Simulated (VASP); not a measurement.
# LiHgS (P6_3/mmc) in VASP: single point with PBE

Aim: the single point of LiHgS with PBE.

Program: VASP 6.6.1. These are calculated values, not measurements. Logs are shortened: lines on timing, memory, paths and dates and some standing lists are left out, and cuts for length are marked.

## Step 1: The cell of the first run

It takes space group P6_3/mmc (No. 194, hexagonal). The conventional cell has a = 4.688 Å, b = 4.688 Å, c = 6.564 Å, α = 90.00°, β = 90.00°, γ = 120.00°. Li (site symmetry -3m) has 6 Hg at 3.17 Å and 6 S at 3.17 Å and 2 Li at 3.28 Å within 4.2 Å. Hg (site symmetry -6m2) has 5 S at 2.71 to 3.28 Å and 6 Li at 3.17 Å within 3.6 Å. Within 3.6 Å of S (site symmetry -6m2) lie 5 Hg at 2.71 to 3.28 Å and 6 Li at 3.17 Å.

## Step 2: Single point, PBE

The input, INCAR:

```
SYSTEM = LiHgS
PREC = Accurate
ENCUT = 520
EDIFF = 1E-6
ISMEAR = 0
SIGMA = 0.1
LREAL = .FALSE.
LASPH = .TRUE.
NELM = 100
ALGO = Normal
ISIF = 2
LWAVE = .FALSE.
LCHARG = .FALSE.
GGA = PE
NBANDS = 30
```

The input, KPOINTS:

```
Automatic mesh
0
G
  12 12 6
  0 0 0
```

The input, POSCAR:

```
LiHgS
1.0
    4.6880626567      0.0000000001      0.0000000000
   -2.3440313284      4.0599813551      0.0000000000
    0.0000000000      0.0000000000      6.5639911929
Li Hg S
2 2 2
Direct
    0.0000000000      0.0000000000      0.0000000000
    0.0000000000      0.0000000000      0.5000000000
    0.3333333333      0.6666666667      0.2500000000
    0.6666666667      0.3333333333      0.7500000000
    0.3333333333      0.6666666667      0.7500000000
    0.6666666667      0.3333333333      0.2500000000
```

Potentials or basis: VASP PAW PBE potentials, release 64 (Li_sv, Hg, S).

Run with:

```console
$ cat potpaw_PBE.64/Li_sv/POTCAR potpaw_PBE.64/Hg/POTCAR potpaw_PBE.64/S/POTCAR > POTCAR
$ mpirun -np 1 vasp_std > vasp.out
```

OUTCAR:

```text
SYSTEM = LiHgS
   PREC = Accurate
   ENCUT = 520
   EDIFF = 1E-6
   ISMEAR = 0
   LREAL = .FALSE.
   LASPH = .TRUE.
   NELM = 100
   ISIF = 2
   GGA = PE

 ion  position               nearest neighbor table
   1  0.000  0.000  0.000-   3 3.17   4 3.17   3 3.17   4 3.17   4 3.17   3 3.17
   2  0.000  0.000  0.500-   3 3.17   4 3.17   3 3.17   4 3.17   4 3.17   3 3.17
   3  0.333  0.667  0.250-   6 2.71   6 2.71   6 2.71   1 3.17   2 3.17   2 3.17   1 3.17   2 3.17
                             1 3.17   5 3.28   5 3.28
   4  0.667  0.333  0.750-   5 2.71   5 2.71   5 2.71   1 3.17   2 3.17   1 3.17   2 3.17   1 3.17
                             2 3.17   6 3.28   6 3.28
   5  0.333  0.667  0.750-   4 2.71   4 2.71   4 2.71   3 3.28   3 3.28
   6  0.667  0.333  0.250-   3 2.71   3 2.71   3 2.71   4 3.28   4 3.28

  LATTYP: Found a hexagonal cell.
 ALAT       =     4.6880626567
 C/A-ratio  =     1.4001500563

  Lattice vectors:

 A1 = (   4.6880626567,   0.0000000001,   0.0000000000)
 A2 = (  -2.3440313284,   4.0599813551,   0.0000000000)
 A3 = (   0.0000000000,   0.0000000000,   6.5639911929)

Analysis of symmetry for initial positions (statically):
=====================================================================
 Subroutine PRICEL returns:
 Original cell was already a primitive cell.

 Routine SETGRP: Setting up the symmetry group for a
 hexagonal supercell.

 Subroutine GETGRP returns: Found 24 space group operations
 (whereof 12 operations were pure point group operations)
 out of a pool of 24 trial point group operations.

The static configuration has the point symmetry D_3d.
 The point group associated with its full space group is D_6h.

Analysis of symmetry for dynamics (positions and initial velocities):
=====================================================================
 Subroutine PRICEL returns:
 Original cell was already a primitive cell.

 Routine SETGRP: Setting up the symmetry group for a
 hexagonal supercell.

 Subroutine GETGRP returns: Found 24 space group operations
 (whereof 12 operations were pure point group operations)
 out of a pool of 24 trial point group operations.

The dynamic configuration has the point symmetry D_3d.
 The point group associated with its full space group is D_6h.

 Subroutine INISYM returns: Found 24 space group operations
 (whereof 12 operations are pure point group operations),
 and found     1 'primitive' translations

----------------------------------------------------------------------------------------

                                     Primitive cell

  volume of cell :     124.9354

  direct lattice vectors                    reciprocal lattice vectors
     4.688062657  0.000000000  0.000000000     0.213307729  0.123153275  0.000000000
    -2.344031328  4.059981355  0.000000000    -0.000000000  0.246306550  0.000000000
     0.000000000  0.000000000  6.563991193     0.000000000  0.000000000  0.152346335

  length of vectors
     4.688062657  4.688062657  6.563991193     0.246306550  0.246306550  0.152346335

  position of ions in fractional coordinates (direct lattice)
     0.000000000  0.000000000  0.000000000
     0.000000000  0.000000000  0.500000000
     0.333333333  0.666666667  0.250000000
     0.666666667  0.333333333  0.750000000
     0.333333333  0.666666667  0.750000000
     0.666666667  0.333333333  0.250000000

  ion indices of the primitive-cell ions
   primitive index   ion index
                 1           1
                 2           2
                 3           3
                 4           4
                 5           5
                 6           6

----------------------------------------------------------------------------------------

 KPOINTS: Automatic mesh

Automatic generation of k-mesh.
 Grid dimensions read from file:
 generate k-points for:   12   12    6

 Generating k-lattice:

  Cartesian coordinates                     Fractional coordinates (reciprocal lattice)
     0.017775644  0.010262773  0.000000000     0.083333333  0.000000000  0.000000000
    -0.000000000  0.020525546  0.000000000    -0.000000000  0.083333333  0.000000000
     0.000000000  0.000000000  0.025391056     0.000000000  0.000000000  0.166666667

  Length of vectors
     0.020525546  0.020525546  0.025391056

  Shift w.r.t. Gamma in fractional coordinates (k-lattice)
     0.000000000  0.000000000  0.000000000

 Subroutine IBZKPT returns following result:
 ===========================================

 Found     76 irreducible k-points:

 Following reciprocal coordinates:
            Coordinates               Weight
  0.000000  0.000000  0.000000      1.000000
  0.083333  0.000000  0.000000      6.000000
  0.166667  0.000000  0.000000      6.000000
  0.250000  0.000000  0.000000      6.000000
  0.333333  0.000000  0.000000      6.000000
  0.416667  0.000000  0.000000      6.000000
[... 16 lines left out ...]
  0.250000  0.000000  0.166667     12.000000
  0.333333  0.000000  0.166667     12.000000
 [... further k-points ...]
   k-points           NKPTS =     76   k-points in BZ     NKDIM =     76   number of bands    NBANDS=     30
   number of dos      NEDOS =    301   number of ions     NIONS =      6
   total plane-waves  NPLWV =  64800
   dimension x,y,z NGX =    36 NGY =   36 NGZ =   50
   dimension x,y,z NGXF=    72 NGYF=   72 NGZF=  100
   ions per type =               2   2   2
   NGX,Y,Z   is equivalent  to a cutoff of  12.77, 12.77, 12.66 a.u.
   NGXF,Y,Z  is equivalent  to a cutoff of  25.53, 25.53, 25.33 a.u.
 SYSTEM =  LiHgS
   PREC   = accura    normal or accurate (medium, high low for compatibility)
   ISTART =      0    job   : 0-new  1-cont  2-samecut
   ICHARG =      2    charge: 1-file 2-atom 10-const
   ISPIN  =      1    spin polarized calculation?
   LNONCOLLINEAR =      F non collinear calculations
   LSORBIT =      F    spin-orbit coupling
   LASPH  =      T    aspherical Exc in radial PAW
   ENCUT  =  520.0 eV  38.22 Ry    6.18 a.u.   8.72  8.72 12.20*2*pi/ulx,y,z
   NELM   =    100;   NELMIN=  2; NELMDL= -5     # of ELM steps
   EDIFF  = 0.1E-05   stopping-criterion for ELM
   LREAL  =      F    real-space projection
   EDIFFG = 0.1E-04   stopping-criterion for IOM
   NSW    =      0    number of steps for IOM
   IBRION =     -1    ionic relax: 0-MD 1-quasi-New 2-CG
   NFREE  =      0    steps in history (QN), initial steepest desc. (CG)
   ISIF   =      2    stress and relaxation
   ISYM   =      2    0-nonsym 1-usesym 2-fastsym
   POTIM  = 0.5000    time-step for ionic-motion
   TEBEG  =    0.0;   TEEND  =   0.0 temperature during run
   PSTRESS=    0.0 pullay stress
   NELECT =      42.0000    total number of electrons
   NUPDOWN=      -1.0000    fix difference up-down
   EMIN   =  10.00;   EMAX   =-10.00  energy-range for DOS
   EFERMI =   0.00;   METHOD = LEGACY
   ISMEAR =     0;   SIGMA  =   0.10  broadening in eV -4-tet -1-fermi 0-gaus
   EFERMI_NEDOS =   21; number of points for ismear=-14 and -15
   IALGO  =     38    algorithm
   IMIX   =      4    mixing-type and parameters
     AMIX     =   0.40;   BMIX     =  1.00
     AMIX_MAG =   1.60;   BMIX_MAG =  1.00
  volume/ion in A,a.u.               =      20.82       140.52
  Fermi-wavevector in a.u.,A,eV,Ry     =   1.138316  2.151105 17.629926  1.295763
  Thomas-Fermi vector in A             =   2.275020
   LORBIT       =      0    0 simple, 1 ext, 2 COOP (PROOUT), +10 PAW based schemes
   GGA     = PE    functional components
   LHFCALC =     F    Hartree Fock is set to
   AEXX    =    0.0000 exact exchange contribution
   IVDW    =     0    specifies the selected vdW correction
   LEPSILON=     F    determine dielectric tensor
   LRPA    =     F    only Hartree local field effects (RPA)
 non-spin polarized calculation
 Gauss-broadening in eV      SIGMA  =   0.10
  energy-cutoff  :      520.00
  volume of cell :      124.94
 maximum number of plane-waves:      3388
 NGX is ok and might be reduce to    36
   NGX = 17   NGY = 17   NGZ = 25

 number of electron      41.9999980 magnetization

 Free energy of the ion-electron system (eV)
  ---------------------------------------------------
  ext. energy  EPLUGINS =         0.00000000
  ---------------------------------------------------
  free energy    TOTEN  =       -14.06665520 eV

  energy without entropy =      -14.05275048  energy(sigma->0) =      -14.05970284

 E-fermi :   3.2353     XC(G=0):  -9.3130

 val. band max:        3.2302655833   @ k =   0.3333   0.0833   0.0000
 cond. band min:       3.2494232528   @ k =   0.1667   0.1667   0.3333
 fundamental gap:      0.0191576695
 Fermi energy:         3.2353066047

 k-point     1 :       0.0000    0.0000    0.0000
  band No.  band energies     occupation
      1     -44.4317      2.00000
      2     -44.4292      2.00000
      3     -10.1394      2.00000
      4      -9.7033      2.00000
      5      -4.2865      2.00000
      6      -4.2865      2.00000
[... 22 lines left out ...]
     29       8.4090      0.00000
     30       8.8574      0.00000

 k-point     2 :       0.0833    0.0000    0.0000
  band No.  band energies     occupation
      1     -44.4317      2.00000
      2     -44.4292      2.00000
      3     -10.1174      2.00000
      4      -9.6912      2.00000
      5      -4.2851      2.00000
      6      -4.2661      2.00000
[... 22 lines left out ...]
     29       8.7459      0.00000
     30       8.7793      0.00000

 k-point     3 :       0.1667    0.0000    0.0000
  band No.  band energies     occupation
      1     -44.4317      2.00000
      2     -44.4292      2.00000
      3     -10.0551      2.00000
      4      -9.6594      2.00000
      5      -4.2737      2.00000
      6      -4.2509      2.00000
[... 682 lines left out ...]
     29       9.1531      0.00000
     30       9.1886      0.00000

 k-point    24 :       0.3333    0.0000    0.1667
  band No.  band energies     occupation
      1     -44.4315      2.00000
      2     -44.4294      2.00000
      3      -9.8396      2.00000
      4      -9.6000      2.00000
      5      -4.1525      2.00000
      6      -4.1234      2.00000
[... 22 lines left out ...]
     29       9.2993      0.00000
     30       9.5393      0.00000

 [... further k-points ...]

------------------------ aborting loop because EDIFF is reached ----------------------------------------

  FORCE on cell =-STRESS in cart. coord.  units (eV):
  Direction    XX          YY          ZZ          XY          YZ          ZX
  --------------------------------------------------------------------------------------
  -------------------------------------------------------------------------------------
  Total        0.1061865      0.1061865      0.0254223      0.0000000     -0.0000000     -0.0000000
  in kB        1.3617414      1.3617414      0.3260171      0.0000000     -0.0000000     -0.0000000
  external PRESSURE =       1.0165000 kB  Pullay stress =       0.0000000 kB

 VOLUME and BASIS-vectors are now :
 -----------------------------------------------------------------------------
  energy-cutoff  :      520.00
  volume of cell :      124.94
      direct lattice vectors                 reciprocal lattice vectors
     4.688062657  0.000000000  0.000000000     0.213307729  0.123153275  0.000000000
    -2.344031328  4.059981355  0.000000000    -0.000000000  0.246306550  0.000000000
     0.000000000  0.000000000  6.563991193     0.000000000  0.000000000  0.152346335

 POSITION                                       TOTAL-FORCE (eV/Angst)
 -----------------------------------------------------------------------------------
      0.00000      0.00000      0.00000        -0.000000      0.000000     -0.000000
      0.00000      0.00000      3.28200        -0.000000      0.000000     -0.000000
     -0.00000      2.70665      1.64100        -0.000000      0.000000      0.000000
      2.34403      1.35333      4.92299        -0.000000      0.000000     -0.000000
     -0.00000      2.70665      4.92299        -0.000000     -0.000000     -0.000000
      2.34403      1.35333      1.64100         0.000000     -0.000000     -0.000000
 -----------------------------------------------------------------------------------
    total drift:                                0.000000     -0.000000     -0.000000

  FREE ENERGIE OF THE ION-ELECTRON SYSTEM (eV)
  ---------------------------------------------------
  free  energy   TOTEN  =       -14.0666552014 eV

  energy  without entropy=      -14.0527504805  energy(sigma->0) =      -14.05970284
```

Wall time 4.6 min (1 thread of AMD EPYC 7R13 (Zen 3), shared host); peak memory 0.37 GiB.

What came out:

- Free energy: -14.0667 eV
- Band gap on the k mesh: zero (bands 21 and 22 overlap by 3.32 eV)

Caveat: the cutoff is under 1.25 times the usual one of these potentials, so pressure, stress and relaxed cells hold a basis-set (Pulay) error; spin-orbit coupling is left out, which moves the levels of the heavy elements.
